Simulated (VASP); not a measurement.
# AlN (vib) (F-43m) in VASP: notebook, part 2 of 2

VASP 6.6.1.

## (3) Single point, LDA

This run uses another cell than the first one, of 10.23 Å³/atom, 0.982 times its volume.

Input file INCAR:

```
SYSTEM = AlN
PREC     = Accurate       ! precision mode
ENCUT    = 600            ! plane-wave cutoff, eV
EDIFF    = 1E-6           ! SCF threshold, eV
ISMEAR   = 0              ! smearing method
SIGMA    = 0.02           ! smearing width, eV
LREAL    = .FALSE.        ! projectors in reciprocal space
LASPH    = .TRUE.         ! aspherical terms in the spheres
NELM     = 120            ! most SCF steps
ALGO     = Normal         ! electronic algorithm
ISIF     = 2              ! what is computed and relaxed
LWAVE    = .FALSE.        ! write WAVECAR
LCHARG   = .FALSE.        ! write CHGCAR
NBANDS   = 11             ! bands
GGA_COMPAT= .FALSE.
```

Input file KPOINTS:

```
Automatic mesh
0
G
  8 8 8
  0 0 0
```

Input file POSCAR:

```
AlN
1.0
    0.0000000000      2.1710428747      2.1710428747
    2.1710428747      0.0000000000      2.1710428747
    2.1710428747      2.1710428747      0.0000000000
Al N
1 1
Direct
    0.0000000000      0.0000000000      0.0000000000
    0.2500000000      0.2500000000      0.2500000000
```

Potentials or basis: VASP PAW LDA potentials, release 64 (Al, N).

Started as:

```
$ cat potpaw_LDA.64/Al/POTCAR potpaw_LDA.64/N/POTCAR > POTCAR
$ mpirun -np 1 vasp_std > vasp.out
```

OUTCAR:

```text
SYSTEM = AlN
   PREC = Accurate
   ENCUT = 600
   EDIFF = 1E-6
   ISMEAR = 0
   LREAL = .FALSE.
   LASPH = .TRUE.
   NELM = 120
   ISIF = 2

 ion  position               nearest neighbor table
   1  0.000  0.000  0.000-   2 1.88   2 1.88   2 1.88   2 1.88
   2  0.250  0.250  0.250-   1 1.88   1 1.88   1 1.88   1 1.88

  LATTYP: Found a face centered cubic cell.
 ALAT       =     4.3420857494

  Lattice vectors:

 A1 = (   0.0000000000,   2.1710428747,   2.1710428747)
 A2 = (   2.1710428747,   0.0000000000,   2.1710428747)
 A3 = (   2.1710428747,   2.1710428747,   0.0000000000)

Analysis of symmetry for initial positions (statically):
=====================================================================
 Subroutine PRICEL returns:
 Original cell was already a primitive cell.

 Routine SETGRP: Setting up the symmetry group for a
 face centered cubic supercell.

 Subroutine GETGRP returns: Found 24 space group operations
 (whereof 24 operations were pure point group operations)
 out of a pool of 48 trial point group operations.

The static configuration has the point symmetry T_d .

Analysis of symmetry for dynamics (positions and initial velocities):
=====================================================================
 Subroutine PRICEL returns:
 Original cell was already a primitive cell.

 Routine SETGRP: Setting up the symmetry group for a
 face centered cubic supercell.

 Subroutine GETGRP returns: Found 24 space group operations
 (whereof 24 operations were pure point group operations)
 out of a pool of 48 trial point group operations.

The dynamic configuration has the point symmetry T_d .

 Subroutine INISYM returns: Found 24 space group operations
 (whereof 24 operations are pure point group operations),
 and found     1 'primitive' translations

----------------------------------------------------------------------------------------

                                     Primitive cell
[... 113 lines left out ...]
  Fermi-wavevector in a.u.,A,eV,Ry     =   1.196997  2.261997 19.494455  1.432802
  Thomas-Fermi vector in A             =   2.332923
   LORBIT       =      0    0 simple, 1 ext, 2 COOP (PROOUT), +10 PAW based schemes
   GGA     = CA    functional components
   LHFCALC =     F    Hartree Fock is set to
   AEXX    =    0.0000 exact exchange contribution
   IVDW    =     0    specifies the selected vdW correction
   LEPSILON=     F    determine dielectric tensor
   LRPA    =     F    only Hartree local field effects (RPA)
 non-spin polarized calculation
 Gauss-broadening in eV      SIGMA  =   0.02
  energy-cutoff  :      600.00
  volume of cell :       20.47
 maximum number of plane-waves:       701
 NGX is ok and might be reduce to    28
   NGX = 13   NGY = 13   NGZ = 13

 number of electron       8.0000000 magnetization

 Free energy of the ion-electron system (eV)
  ---------------------------------------------------
  ext. energy  EPLUGINS =         0.00000000
  ---------------------------------------------------
  free energy    TOTEN  =       -16.37589935 eV

  energy without entropy =      -16.37589935  energy(sigma->0) =      -16.37589935

 E-fermi :   6.0233     XC(G=0): -11.3442

 val. band max:        5.8780773723   @ k =   0.0000   0.0000   0.0000
 cond. band min:       9.1088252642   @ k =   0.5000   0.5000   0.0000
 fundamental gap:      3.2307478919
 Fermi energy:         6.0232976148

 k-point     1 :       0.0000    0.0000    0.0000
  band No.  band energies     occupation
      1      -9.0503      2.00000
      2       5.8781      2.00000
      3       5.8781      2.00000
      4       5.8781      2.00000
      5      10.2727      0.00000
      6      18.3874      0.00000
      7      18.3874      0.00000
      8      18.3874      0.00000
      9      23.5432      0.00000
     10      23.5432      0.00000
     11      24.9625      0.00000
[... 309 lines left out ...]
 k-point    24 :      -0.3750    0.2500    0.1250
  band No.  band energies     occupation
      1      -6.5354      2.00000
      2       0.6208      2.00000
      3       3.6095      2.00000
      4       4.7345      2.00000
      5      12.9292      0.00000
      6      15.1584      0.00000
      7      18.0432      0.00000
      8      18.5356      0.00000
      9      23.0352      0.00000
     10      24.6291      0.00000
     11      27.9454      0.00000

 [... further k-points ...]
[... 5 lines left out ...]
  --------------------------------------------------------------------------------------
  -------------------------------------------------------------------------------------
  Total        0.0730317      0.0730317      0.0730317      0.0000000     -0.0000000      0.0000000
  in kB        5.7172425      5.7172425      5.7172425      0.0000000     -0.0000000      0.0000000
  external PRESSURE =       5.7172425 kB  Pullay stress =       0.0000000 kB

 VOLUME and BASIS-vectors are now :
 -----------------------------------------------------------------------------
  energy-cutoff  :      600.00
  volume of cell :       20.47
      direct lattice vectors                 reciprocal lattice vectors
     0.000000000  2.171042875  2.171042875    -0.230304065  0.230304065  0.230304065
     2.171042875  0.000000000  2.171042875     0.230304065 -0.230304065  0.230304065
     2.171042875  2.171042875  0.000000000     0.230304065  0.230304065 -0.230304065

 POSITION                                       TOTAL-FORCE (eV/Angst)
 -----------------------------------------------------------------------------------
      0.00000      0.00000      0.00000        -0.000000      0.000000      0.000000
      1.08552      1.08552      1.08552         0.000000     -0.000000     -0.000000
 -----------------------------------------------------------------------------------
    total drift:                               -0.000000     -0.000000     -0.000000

  FREE ENERGIE OF THE ION-ELECTRON SYSTEM (eV)
  ---------------------------------------------------
  free  energy   TOTEN  =       -16.3758993524 eV

  energy  without entropy=      -16.3758993524  energy(sigma->0) =      -16.37589935
```

OSZICAR:

```text
N       E                     dE             d eps       ncg     rms          rms(c)
DAV:   1     0.116110593693E+02    0.11611E+02   -0.42739E+03   646   0.696E+02
DAV:   2    -0.180940871310E+02   -0.29705E+02   -0.28703E+02   759   0.137E+02
DAV:   3    -0.189393269817E+02   -0.84524E+00   -0.84423E+00   782   0.213E+01
DAV:   4    -0.189431382297E+02   -0.38112E-02   -0.38111E-02   728   0.174E+00
DAV:   5    -0.189431712247E+02   -0.32995E-04   -0.32995E-04   764   0.153E-01    0.874E+00
DAV:   6    -0.164490207048E+02    0.24942E+01   -0.12729E+01   710   0.176E+01    0.295E+00
DAV:   7    -0.164052854728E+02    0.43735E-01   -0.11260E-01   737   0.267E+00    0.196E+00
DAV:   8    -0.163764851454E+02    0.28800E-01   -0.31263E-02   719   0.158E+00    0.404E-01
DAV:   9    -0.163758867945E+02    0.59835E-03   -0.20783E-03   755   0.281E-01    0.187E-01
DAV:  10    -0.163759029210E+02   -0.16126E-04   -0.11962E-04   722   0.777E-02    0.539E-02
DAV:  11    -0.163758993815E+02    0.35396E-05   -0.33705E-06   749   0.151E-02    0.984E-03
DAV:  12    -0.163758993524E+02    0.29110E-07   -0.69377E-08   400   0.202E-03
   1 F= -.16375899E+02 E0= -.16375899E+02  d E =-.838034E-27
```

Wall time 8 s (1 thread of Intel Xeon 6975P-C, shared host); peak memory 0.13 GiB.

What came out:

* Free energy: -16.3759 eV
* Pressure: 0.6 GPa
* Band gap on the k mesh: 3.23 eV, indirect (least direct gap 4.39 eV)

A k mesh can miss the band edges. Expect the measured gap to be larger: semilocal functionals such as LDA lack the derivative discontinuity.

## (4) Relaxation of cell and atoms, LDA

Input file INCAR:

```
ALGO     = Normal         # electronic algorithm
EDIFF    = 1E-7           # SCF threshold, eV
EDIFFG   = -0.002         # ionic threshold
ENCUT    = 600            # plane-wave cutoff, eV
GGA_COMPAT= F            
IBRION   = 2              # ionic algorithm
ISIF     = 3              # what is computed and relaxed
ISMEAR   = 0              # smearing method
LASPH    = T              # aspherical terms in the spheres
LCHARG   = F              # write CHGCAR
LREAL    = F              # projectors in reciprocal space
LWAVE    = F              # write WAVECAR
NELM     = 120            # most SCF steps
NELMIN   = 4            
NSW      = 100            # ionic steps
PREC     = Accurate       # precision mode
SIGMA    = 0.02           # smearing width, eV
```

Input file KPOINTS:

```
k-points
0
Gamma
  8 8 8
```

Input file POSCAR:

```
AlN
1.0
    0.0000000000      2.1839935600      2.1839935600
    2.1839935600      0.0000000000      2.1839935600
    2.1839935600      2.1839935600      0.0000000000
Al N
1 1
Direct
    0.0000000000      0.0000000000      0.0000000000
    0.2500000000      0.2500000000      0.2500000000
```

Started as:

```
$ cat potpaw_LDA.64/Al/POTCAR potpaw_LDA.64/N/POTCAR > POTCAR
$ mpirun -np 1 vasp_std > vasp.out
```

It took 11 s on 1 thread of Intel Xeon 6975P-C, shared host; peak memory 0.14 GiB.

Results (log left out):

```
Free energy                            : -16.3764 eV
Relaxed volume                         : 10.26 Å³/atom
Relaxed cell                           : a = 3.073 Å, b = 3.073 Å, c = 3.073 Å, α = 60.00°, β = 60.00°, γ = 60.00°
Space group after relaxing (to 0.05 Å) : F-43m (No. 216)
Energy gained by relaxing              : 1.5 meV/atom
Ionic steps                            : 3
Pressure after relaxing                : 0.0 GPa
Band gap on the k mesh                 : 3.23 eV, indirect (least direct gap 4.37 eV)
```

Step by step:
| step | energy change (eV) | largest force (eV/Å) | pressure (GPa) | volume (Å³) |
| --- | --- | --- | --- | --- |
| 1 | 0.0000 | 0.0000 | -3.11 | 20.83 |
| 2 | -0.0003 | 0.0000 | 3.10 | 20.23 |
| 3 | -0.0031 | 0.0000 | -0.01 | 20.52 |

Final structure:
```
CELL_PARAMETERS angstrom
0.00000 2.17300 2.17300
2.17300 0.00000 2.17300
2.17300 2.17300 0.00000
ATOMIC_POSITIONS crystal
Al 0.00000 0.00000 0.00000
N 0.25000 0.25000 0.25000
```

Levels at points of the mesh, in eV from the valence-band top:
| k point | band 2 | band 3 | band 4 | band 5 | band 6 | band 7 |
| --- | --- | --- | --- | --- | --- | --- |
| (0.00, 0.00, 0.00) | 0.00 | 0.00 | 0.00 | 4.37 | 12.48 | 12.48 |
| (0.50, 0.00, 0.00) | -5.97 | -0.49 | -0.49 | 7.41 | 9.87 | 11.06 |
| (0.50, 0.50, 0.00) | -5.00 | -1.81 | -1.81 | 3.23 | 8.50 | 13.96 |

A k mesh can miss the band edges.

## (5) Overview

| task | cell | smearing | gap on the mesh (eV) | pressure (GPa) |
| --- | --- | --- | --- | --- |
| single point | a = 3.089 Å, angles 60.0°, 2 atoms | gaussian 0.1 eV | 3.22 | -3.1 |
| single point | a = 3.070 Å, angles 60.0°, 2 atoms | gaussian 0.02 eV | 3.23 | 0.6 |
| relaxation of cell and atoms | relaxed from a = 3.089 Å, angles 60.0°, 2 atoms | gaussian 0.02 eV | 3.23 | 0.0 |

Alike in all rows: level LDA; potentials or basis VASP PAW LDA potentials, release 64 (Al, N); no spin polarisation; k mesh 8 × 8 × 8; cutoff (eV) 600.

Total energies depend on the potentials used, so only differences within one code and one set of settings carry meaning.
